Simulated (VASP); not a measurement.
SiGe5, 6 atoms in the cell. The structure is tetragonal, space group P4/mmm (No. 123). The conventional cell has a = 6.470 Å, b = 6.470 Å, c = 3.616 Å, α = 90.00°, β = 90.00°, γ = 90.00°. Within 3.4 Å of Si (site symmetry 4/mmm) lie 8 Ge at 2.61 Å. Within 3.4 Å of Ge (site symmetry m2m) lie 2 Si at 2.61 Å and 3 Ge at 2.66 to 2.69 Å. Ge (site symmetry 4/mmm) has 6 Ge at 2.69 to 3.62 Å within 3.7 Å. The cell was generated, and may not be a known phase.

```yaml
Program: VASP 6.6.1
Task: relaxation of cell and atoms
Functional: PBE
Potentials_or_basis: VASP PAW PBE potentials, release 64 (Si, Ge_d)
Cutoff: 600 eV
k_mesh: 4 × 4 × 6
Occupations: gaussian, width 0.1 eV
Spin: no spin polarisation
Dipole_correction: no
Further_INCAR_settings: ALGO = Normal; EDIFF = 1e-07; IBRION = 2; EDIFFG = -0.04; NSW = 90; ISIF = 3
```

Potentials or basis: VASP PAW PBE potentials, release 64 (Si, Ge_d).

Run with:

```console
$ cat potpaw_PBE.64/Si/POTCAR potpaw_PBE.64/Ge_d/POTCAR > POTCAR
$ mpirun -np 1 vasp_std > vasp.out
```

Hardware: 1 thread of Intel(R) Xeon(R) 6975P-C (Granite Rapids), with other jobs on the host.

Problem. Estimate the wall time of this run.

Solution. Run time: 5.4 min on 1 thread of Intel(R) Xeon(R) 6975P-C (Granite Rapids), on a shared host, peak memory 0.37 GiB. Counts: scf iterations 47, k points 24, ion steps 4.
